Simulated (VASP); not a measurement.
# LiF in VASP: a series of runs

Aim: see how the results for LiF move with the level of theory and the settings. Levels: r2SCAN, PBE, HSE06. Tasks: single point.

Everything below comes from runs of VASP 6.6.1. Logs are shortened: lines on timing, memory, paths and dates and some standing lists are left out, and cuts for length are marked.

**1. The cell of the first run**

The structure is tetragonal, space group I-4m2 (No. 119). The conventional cell has a = 2.984 Å, b = 2.984 Å, c = 4.289 Å, α = 90.00°, β = 90.00°, γ = 90.00°. Li (site symmetry -4m2) has 4 F at 1.84 Å within 2.4 Å. F (site symmetry -4m2) has 4 Li at 1.84 Å within 2.4 Å.

**2. Single point, r2SCAN (biaxial xy strain -1.6%)**

The input, POSCAR:

```
LiF
1.0
    0.0000000000      2.1100823200      2.1446105498
    2.1100823200      0.0000000000      2.1446105498
    2.1100823200      2.1100823200      0.0000000000
Li F
1 1
Direct
    0.0000000000      0.0000000000      0.0000000000
    0.2500000000      0.2500000000      0.2500000000
```

The input, INCAR.step1:

```
SYSTEM = LiF
PREC     = Accurate       ! precision mode
ENCUT    = 520            ! plane-wave cutoff, eV
ISMEAR   = 0              ! smearing method
SIGMA    = 0.01           ! smearing width, eV
LREAL    = .FALSE.        ! projectors in reciprocal space
LASPH    = .TRUE.         ! aspherical terms in the spheres
NELM     = 100            ! most SCF steps
NBANDS   = 12             ! bands
GGA      = PE             ! functional
ALGO     = Normal         ! electronic algorithm
EDIFF    = 1E-4           ! SCF threshold, eV
LWAVE    = .TRUE.         ! write WAVECAR
LCHARG   = .FALSE.        ! write CHGCAR
```

The input, INCAR.step2:

```
SYSTEM = LiF
PREC     = Accurate       ! precision mode
ENCUT    = 520            ! plane-wave cutoff, eV
EDIFF    = 1E-7           ! SCF threshold, eV
ISMEAR   = 0              ! smearing method
SIGMA    = 0.01           ! smearing width, eV
LREAL    = .FALSE.        ! projectors in reciprocal space
LASPH    = .TRUE.         ! aspherical terms in the spheres
NELM     = 100            ! most SCF steps
ALGO     = Normal         ! electronic algorithm
ISIF     = 2              ! what is computed and relaxed
LWAVE    = .FALSE.        ! write WAVECAR
LCHARG   = .FALSE.        ! write CHGCAR
METAGGA  = R2SCAN         ! meta-GGA
LMIXTAU  = .TRUE.       
NBANDS   = 12             ! bands
ISTART   = 1
```

The input, KPOINTS:

```
Automatic mesh
0
G
  10 10 10
  0 0 0
```

Potentials or basis: VASP PAW PBE potentials, release 64 (Li_sv, F).

Run with:

```bash
> cat potpaw_PBE.64/Li_sv/POTCAR potpaw_PBE.64/F/POTCAR > POTCAR
> cp INCAR.step1 INCAR
> mpirun -np 1 vasp_std > vasp.out
> cp INCAR.step2 INCAR
> mpirun -np 1 vasp_std > vasp.out
```

OUTCAR:

```text
SYSTEM = LiF
   PREC = Accurate
   ENCUT = 520
   EDIFF = 1E-7
   ISMEAR = 0
   LREAL = .FALSE.
   LASPH = .TRUE.
   NELM = 100
   ISIF = 2
   METAGGA = R2SCAN
   ISTART = 1

 ion  position               nearest neighbor table
   1  0.000  0.000  0.000-   2 1.84   2 1.84   2 1.84   2 1.84
   2  0.250  0.250  0.250-   1 1.84   1 1.84   1 1.84   1 1.84

  LATTYP: Found a body centered tetragonal cell.
 ALAT       =     2.9841070347
 C/A-ratio  =     1.4373549775

  Lattice vectors:

 A1 = (  -2.1100823200,   0.0000000000,   2.1446105498)
 A2 = (   2.1100823200,   0.0000000000,   2.1446105498)
 A3 = (   0.0000000000,   2.1100823200,  -2.1446105498)

Analysis of symmetry for initial positions (statically):
=====================================================================
 Subroutine PRICEL returns:
 Original cell was already a primitive cell.

 Routine SETGRP: Setting up the symmetry group for a
 body centered tetragonal supercell.

 Subroutine GETGRP returns: Found  8 space group operations
 (whereof  8 operations were pure point group operations)
 out of a pool of 16 trial point group operations.

The static configuration has the point symmetry D_2d.

Analysis of symmetry for dynamics (positions and initial velocities):
=====================================================================
 Subroutine PRICEL returns:
 Original cell was already a primitive cell.

 Routine SETGRP: Setting up the symmetry group for a
 body centered tetragonal supercell.

 Subroutine GETGRP returns: Found  8 space group operations
 (whereof  8 operations were pure point group operations)
 out of a pool of 16 trial point group operations.

The dynamic configuration has the point symmetry D_2d.

 Subroutine INISYM returns: Found  8 space group operations
 (whereof  8 operations are pure point group operations),
 and found     1 'primitive' translations

----------------------------------------------------------------------------------------

                                     Primitive cell

  volume of cell :      19.0975

  direct lattice vectors                    reciprocal lattice vectors
     0.000000000  2.110082320  2.144610550    -0.236957580  0.236957580  0.233142563
     2.110082320  0.000000000  2.144610550     0.236957580 -0.236957580  0.233142563
     2.110082320  2.110082320  0.000000000     0.236957580  0.236957580 -0.233142563

  length of vectors
     3.008621247  3.008621247  2.984107035     0.408231851  0.408231851  0.408231851

  position of ions in fractional coordinates (direct lattice)
     0.000000000  0.000000000  0.000000000
     0.250000000  0.250000000  0.250000000

  ion indices of the primitive-cell ions
   primitive index   ion index
                 1           1
                 2           2

----------------------------------------------------------------------------------------

 KPOINTS: Automatic mesh

Automatic generation of k-mesh.
 Grid dimensions read from file:
 generate k-points for:   10   10   10

 Generating k-lattice:

  Cartesian coordinates                     Fractional coordinates (reciprocal lattice)
    -0.023695758  0.023695758  0.023314256     0.100000000  0.000000000  0.000000000
     0.023695758 -0.023695758  0.023314256     0.000000000  0.100000000  0.000000000
     0.023695758  0.023695758 -0.023314256    -0.000000000 -0.000000000  0.100000000

  Length of vectors
     0.040823185  0.040823185  0.040823185

  Shift w.r.t. Gamma in fractional coordinates (k-lattice)
     0.000000000  0.000000000  0.000000000

 Subroutine IBZKPT returns following result:
 ===========================================

 Found    102 irreducible k-points:

 Following reciprocal coordinates:
            Coordinates               Weight
  0.000000  0.000000  0.000000      1.000000
  0.100000  0.000000  0.000000      8.000000
  0.200000  0.000000  0.000000      8.000000
  0.300000  0.000000  0.000000      8.000000
  0.400000  0.000000  0.000000      8.000000
  0.500000  0.000000  0.000000      4.000000
[... 16 lines left out ...]
  0.300000  0.300000  0.000000      2.000000
  0.400000  0.300000  0.000000      8.000000
 [... further k-points ...]
   k-points           NKPTS =    102   k-points in BZ     NKDIM =    102   number of bands    NBANDS=     12
   number of dos      NEDOS =    301   number of ions     NIONS =      2
   total plane-waves  NPLWV =  13824
   dimension x,y,z NGX =    24 NGY =   24 NGZ =   24
   dimension x,y,z NGXF=    48 NGYF=   48 NGZF=   48
   ions per type =               1   1
   NGX,Y,Z   is equivalent  to a cutoff of  13.26, 13.26, 13.37 a.u.
   NGXF,Y,Z  is equivalent  to a cutoff of  26.52, 26.52, 26.74 a.u.
 SYSTEM =  LiF
   PREC   = accura    normal or accurate (medium, high low for compatibility)
   ISTART =      1    job   : 0-new  1-cont  2-samecut
   ICHARG =      0    charge: 1-file 2-atom 10-const
   ISPIN  =      1    spin polarized calculation?
   LNONCOLLINEAR =      F non collinear calculations
[... 70 lines left out ...]
      9      18.3323      0.00000
     10      26.4274      0.00000
     11      26.9119      0.00000
     12      26.9120      0.00000

 k-point     2 :       0.1000    0.0000    0.0000
  band No.  band energies     occupation
      1     -44.3341      2.00000
      2     -23.5108      2.00000
      3      -3.2451      2.00000
      4      -3.0570      2.00000
      5      -3.0341      2.00000
      6       6.1926      0.00000
      7      18.0363      0.00000
      8      18.3756      0.00000
      9      18.3811      0.00000
     10      25.0819      0.00000
     11      25.5625      0.00000
     12      25.6503      0.00000

 k-point     3 :       0.2000    0.0000    0.0000
  band No.  band energies     occupation
      1     -44.3227      2.00000
      2     -23.4678      2.00000
      3      -3.7992      2.00000
      4      -3.1321      2.00000
      5      -3.0987      2.00000
      6       6.9833      0.00000
      7      17.0659      0.00000
      8      18.3623      0.00000
      9      18.4546      0.00000
     10      24.3284      0.00000
     11      24.6689      0.00000
     12      24.8753      0.00000

 k-point     4 :       0.3000    0.0000    0.0000
  band No.  band energies     occupation
      1     -44.3086      2.00000
      2     -23.4131      2.00000
      3      -4.4286      2.00000
      4      -3.2218      2.00000
      5      -3.1764      2.00000
      6       8.1180      0.00000
      7      15.5884      0.00000
      8      18.0935      0.00000
      9      18.2938      0.00000
     10      24.5080      0.00000
     11      24.7107      0.00000
     12      25.0992      0.00000

 k-point     5 :       0.4000    0.0000    0.0000
  band No.  band energies     occupation
      1     -44.2972      2.00000
      2     -23.3673      2.00000
      3      -4.9034      2.00000
      4      -3.2924      2.00000
      5      -3.2376      2.00000
      6       9.3618      0.00000
      7      14.0995      0.00000
      8      17.7488      0.00000
      9      18.0111      0.00000
     10      25.0675      0.00000
     11      25.3863      0.00000
     12      25.3929      0.00000
[... 228 lines left out ...]
      1     -44.2930      2.00000
      2     -23.3515      2.00000
      3      -4.7195      2.00000
      4      -3.6752      2.00000
      5      -3.2680      2.00000
      6       9.5180      0.00000
      7      13.6985      0.00000
      8      17.6463      0.00000
      9      18.5235      0.00000
     10      23.6194      0.00000
     11      24.1598      0.00000
     12      29.5320      0.00000

 k-point    22 :      -0.2000    0.2000    0.0000
  band No.  band energies     occupation
      1     -44.3037      2.00000
      2     -23.3931      2.00000
      3      -4.3947      2.00000
      4      -3.5516      2.00000
      5      -3.1553      2.00000
      6       8.4185      0.00000
      7      15.1371      0.00000
      8      17.6747      0.00000
      9      18.8879      0.00000
     10      22.9623      0.00000
     11      24.0421      0.00000
     12      29.0848      0.00000

 k-point    23 :       0.3000    0.3000    0.0000
  band No.  band energies     occupation
      1     -44.2997      2.00000
      2     -23.3876      2.00000
      3      -4.1040      2.00000
      4      -3.5478      2.00000
      5      -3.5477      2.00000
      6       7.9462      0.00000
      7      15.9313      0.00000
      8      18.2207      0.00000
      9      18.2211      0.00000
     10      19.6906      0.00000
     11      27.8140      0.00000
     12      31.4354      0.00000

 k-point    24 :       0.4000    0.3000    0.0000
  band No.  band energies     occupation
      1     -44.2908      2.00000
      2     -23.3534      2.00000
      3      -4.3550      2.00000
      4      -3.6558      2.00000
      5      -3.6321      2.00000
      6       8.4447      0.00000
      7      14.7950      0.00000
      8      18.2639      0.00000
      9      18.2972      0.00000
     10      20.2663      0.00000
     11      27.3753      0.00000
     12      31.1021      0.00000

 [... further k-points ...]

------------------------ aborting loop because EDIFF is reached ----------------------------------------

  FORCE on cell =-STRESS in cart. coord.  units (eV):
  Direction    XX          YY          ZZ          XY          YZ          ZX
  --------------------------------------------------------------------------------------
  -------------------------------------------------------------------------------------
  Total        0.2331877      0.2331877      0.1456627      0.0000000      0.0000000      0.0000000
  in kB       19.5631618     19.5631618     12.2202944      0.0000000      0.0000000      0.0000000
  external PRESSURE =      17.1155393 kB  Pullay stress =       0.0000000 kB

 VOLUME and BASIS-vectors are now :
 -----------------------------------------------------------------------------
  energy-cutoff  :      520.00
  volume of cell :       19.10
      direct lattice vectors                 reciprocal lattice vectors
     0.000000000  2.110082320  2.144610550    -0.236957580  0.236957580  0.233142563
     2.110082320  0.000000000  2.144610550     0.236957580 -0.236957580  0.233142563
     2.110082320  2.110082320  0.000000000     0.236957580  0.236957580 -0.233142563

 POSITION                                       TOTAL-FORCE (eV/Angst)
 -----------------------------------------------------------------------------------
      0.00000      0.00000      0.00000         0.000000      0.000000      0.000000
      1.05504      1.05504      1.07231        -0.000000     -0.000000     -0.000000
 -----------------------------------------------------------------------------------
    total drift:                                0.000000      0.000000      0.000000

  FREE ENERGIE OF THE ION-ELECTRON SYSTEM (eV)
  ---------------------------------------------------
  free  energy   TOTEN  =       -11.8003835453 eV

  energy  without entropy=      -11.8003835453  energy(sigma->0) =      -11.80038355
```

Wall time 75 s (1 thread of Intel Xeon Platinum 8488C (Sapphire Rapids), shared host); peak memory 0.15 GiB.

What came out:

| Property | Result |
| --- | --- |
| Free energy | -11.8004 eV |
| Band gap on the k mesh | 8.91 eV, direct |

Caveat: the cell differs from its parent crystal (biaxial xy strain -1.6%); the cutoff is under 1.25 times the usual one of these potentials, so pressure, stress and relaxed cells hold a basis-set (Pulay) error; the PAW data sets were made with another functional, which shifts forces and pressure a little. A k mesh can miss the band edges.

**3. Single point, PBE (strain -2.2%)**

The input, INCAR:

```
SYSTEM = LiF
  PREC = Accurate
  ENCUT = 520
  EDIFF = 1E-6
  ISMEAR = -1
  SIGMA = 0.02
  LREAL = .False.
  LASPH = .True.
  NELM = 100
  ALGO = Normal
  ISIF = 2
  LWAVE = .False.
  LCHARG = .False.
  GGA = PE
  NBANDS = 12
```

The input, KPOINTS:

```
Automatic mesh
0
Gamma
  10 10 10
  0 0 0
```

The input, POSCAR:

```
LiF
1.0
    0.0000000000      2.0970001956      2.0970001956
    2.0970001956      0.0000000000      2.0970001956
    2.0970001956      2.0970001956      0.0000000000
Li F
1 1
Direct
    0.0000000000      0.0000000000      0.0000000000
    0.2500000000      0.2500000000      0.2500000000
```

Potentials or basis: VASP PAW PBE potentials, release 64 (Li_sv, F).

Run with:

```bash
> cat potpaw_PBE.64/Li_sv/POTCAR potpaw_PBE.64/F/POTCAR > POTCAR
> mpirun -np 1 vasp_std > vasp.out
```

Run time: 6.3 s. Hardware: 1 thread of Intel Xeon Platinum 8488C (Sapphire Rapids), shared host; peak memory 0.13 GiB.

The run converged. Its results:

```yaml
Free_energy: -9.5723 eV
Band_gap_on_the_k_mesh: 8.30 eV, direct
```

Levels at points of the mesh, in eV from the valence-band top:
```csv
k point,band 3,band 4,band 5,band 6,band 7,band 8
"(0.00, 0.00, 0.00)",0.00,0.00,0.00,8.30,20.08,20.08
"(0.50, 0.00, 0.00)",-2.19,-0.29,-0.29,12.41,15.63,19.70
"(0.50, 0.50, 0.00)",-1.53,-0.89,-0.89,10.81,16.50,20.31
```

Caveat: the cell differs from its parent crystal (strain -2.2%); the cutoff is under 1.25 times the usual one of these potentials, so pressure, stress and relaxed cells hold a basis-set (Pulay) error.

**4. Single point, HSE06 (biaxial xy strain -1.6%)**

The input, POSCAR:

```
LiF
1.0
    0.0000000000      2.1100823200      2.1446105498
    2.1100823200      0.0000000000      2.1446105498
    2.1100823200      2.1100823200      0.0000000000
Li F
1 1
Direct
    0.0000000000      0.0000000000      0.0000000000
    0.2500000000      0.2500000000      0.2500000000
```

The input, INCAR.step1:

```
ALGO     = Normal         # electronic algorithm
EDIFF    = 1E-5           # SCF threshold, eV
ENCUT    = 520            # plane-wave cutoff, eV
GGA      = PE             # functional
ISIF     = 2              # what is computed and relaxed
ISMEAR   = 0              # smearing method
LASPH    = True           # aspherical terms in the spheres
LCHARG   = False          # write CHGCAR
LREAL    = False          # projectors in reciprocal space
LWAVE    = True           # write WAVECAR
NBANDS   = 12             # bands
NELM     = 100            # most SCF steps
PREC     = Accurate       # precision mode
SIGMA    = 0.01           # smearing width, eV
```

The input, INCAR.step2:

```
ALGO     = Normal         # electronic algorithm
EDIFF    = 1E-6           # SCF threshold, eV
ENCUT    = 520            # plane-wave cutoff, eV
GGA      = PE             # functional
HFSCREEN = 0.2079         # screening, 1/A
ISIF     = 2              # what is computed and relaxed
ISMEAR   = 0              # smearing method
ISTART   = 1            
LASPH    = True           # aspherical terms in the spheres
LCHARG   = False          # write CHGCAR
LHFCALC  = True           # exact exchange
LREAL    = False          # projectors in reciprocal space
LWAVE    = False          # write WAVECAR
NBANDS   = 12             # bands
NELM     = 100            # most SCF steps
PREC     = Accurate       # precision mode
PRECFOCK = Normal       
SIGMA    = 0.01           # smearing width, eV
```

The input, KPOINTS:

```
k-points
0
Gamma
  8 8 8
```

Run with:

```bash
> cat potpaw_PBE.64/Li_sv/POTCAR potpaw_PBE.64/F/POTCAR > POTCAR
> cp INCAR.step1 INCAR
> mpirun -np 1 vasp_std > vasp.out
> cp INCAR.step2 INCAR
> mpirun -np 1 vasp_std > vasp.out
```

Wall time 35 min (1 thread of Intel Xeon Platinum 8488C (Sapphire Rapids), shared host); peak memory 0.25 GiB.

Results (log left out):

| Quantity | Value |
| --- | --- |
| Free energy | -11.3477 eV |
| Band gap on the k mesh | 10.27 eV, direct |

Levels at points of the mesh, in eV from the valence-band top:
```csv
k point,band 3,band 4,band 5,band 6,band 7,band 8
"(0.00, 0.00, 0.00)",-0.03,0.00,0.00,10.27,22.28,22.28
"(0.50, 0.00, 0.00)",-2.17,-0.33,-0.27,14.51,17.67,21.74
"(0.50, 0.50, 0.00)",-1.57,-0.85,-0.85,12.89,18.55,22.65
"(0.50, 0.00, 0.50)",-1.54,-0.92,-0.90,12.90,18.67,22.36
```

Caveat: the cell differs from its parent crystal (biaxial xy strain -1.6%); the cutoff is under 1.25 times the usual one of these potentials, so pressure, stress and relaxed cells hold a basis-set (Pulay) error; the PAW data sets were made with another functional, which shifts forces and pressure a little.

**5. Single point, r2SCAN (strain -2.2%)**

The input, POSCAR:

```
LiF
1.0
    0.0000000000      2.0970001956      2.0970001956
    2.0970001956      0.0000000000      2.0970001956
    2.0970001956      2.0970001956      0.0000000000
Li F
1 1
Direct
    0.0000000000      0.0000000000      0.0000000000
    0.2500000000      0.2500000000      0.2500000000
```

The input, INCAR.step1:

```
SYSTEM = LiF
  PREC = Accurate
  ENCUT = 520
  ISMEAR = 0
  SIGMA = 0.01
  LREAL = .False.
  LASPH = .True.
  NELM = 100
  NBANDS = 12
  GGA = PE
  ALGO = Normal
  EDIFF = 1E-4
  LWAVE = .True.
  LCHARG = .False.
```

The input, INCAR.step2:

```
SYSTEM = LiF
  PREC = Accurate
  ENCUT = 520
  EDIFF = 1E-6
  ISMEAR = 0
  SIGMA = 0.01
  LREAL = .False.
  LASPH = .True.
  NELM = 100
  ALGO = Normal
  ISIF = 2
  LWAVE = .False.
  LCHARG = .True.
  METAGGA = R2SCAN
  LMIXTAU = .True.
  LELF = .True.
  LVHAR = .True.
  NBANDS = 12
  ISTART = 1
```

The input, KPOINTS:

```
regular mesh
0
Gamma
  10 10 10
  0 0 0
```

Run with:

```bash
> cat potpaw_PBE.64/Li_sv/POTCAR potpaw_PBE.64/F/POTCAR > POTCAR
> cp INCAR.step1 INCAR
> mpirun -np 1 vasp_std > vasp.out
> cp INCAR.step2 INCAR
> mpirun -np 1 vasp_std > vasp.out
```

Wall time 26 s (1 thread of Intel Xeon Platinum 8488C (Sapphire Rapids), shared host); peak memory 0.14 GiB.

It converged, with:

```yaml
Free_energy: -11.7856 eV
Band_gap_on_the_k_mesh: 9.10 eV, direct
```

Levels at points of the mesh, in eV from the valence-band top:
```tsv
k point	band 2	band 3	band 4	band 5	band 6	band 7	band 8	band 9
(0.00, 0.00, 0.00)	-20.57	0.00	0.00	0.00	9.10	21.62	21.62	21.62
(0.50, 0.00, 0.00)	-20.38	-2.16	-0.29	-0.29	13.33	16.63	21.04	21.04
(0.50, 0.50, 0.00)	-20.32	-1.51	-0.89	-0.89	11.58	17.55	21.77	21.77
```

Caveat: the cell differs from its parent crystal (strain -2.2%); the cutoff is under 1.25 times the usual one of these potentials, so pressure, stress and relaxed cells hold a basis-set (Pulay) error; the PAW data sets were made with another functional, which shifts forces and pressure a little. A k mesh can miss the band edges.

**6. Overview**

| level | cell | k mesh | smearing | grid for exact exchange (PRECFOCK) | screening parameter | gap on the mesh (eV) |
| --- | --- | --- | --- | --- | --- | --- |
| r2SCAN | a = 3.009, b = 3.009, c = 2.984 Å, angles 60.3, 60.3, 59.5°, 2 atoms | 10 × 10 × 10 | gaussian 0.01 eV | - | - | 8.91 |
| PBE | a = 2.966 Å, angles 60.0°, 2 atoms | 10 × 10 × 10 | fermi-dirac 0.02 eV | - | - | 8.30 |
| HSE06 | a = 3.009, b = 3.009, c = 2.984 Å, angles 60.3, 60.3, 59.5°, 2 atoms | 8 × 8 × 8 | gaussian 0.01 eV | Normal | 0.2079 1/Å | 10.27 |
| r2SCAN | a = 2.966 Å, angles 60.0°, 2 atoms | 10 × 10 × 10 | gaussian 0.01 eV | - | - | 9.10 |

Alike in all rows: task single point; potentials or basis VASP PAW PBE potentials, release 64 (Li_sv, F); no spin polarisation; cutoff (eV) 520.

Caveats: the cutoff is under 1.25 times the usual one of these potentials, so pressure, stress and relaxed cells hold a basis-set (Pulay) error; the PAW data sets were made with another functional, which shifts forces and pressure a little (some runs).

Total energies depend on the potentials used, so only differences within one code and one set of settings carry meaning.
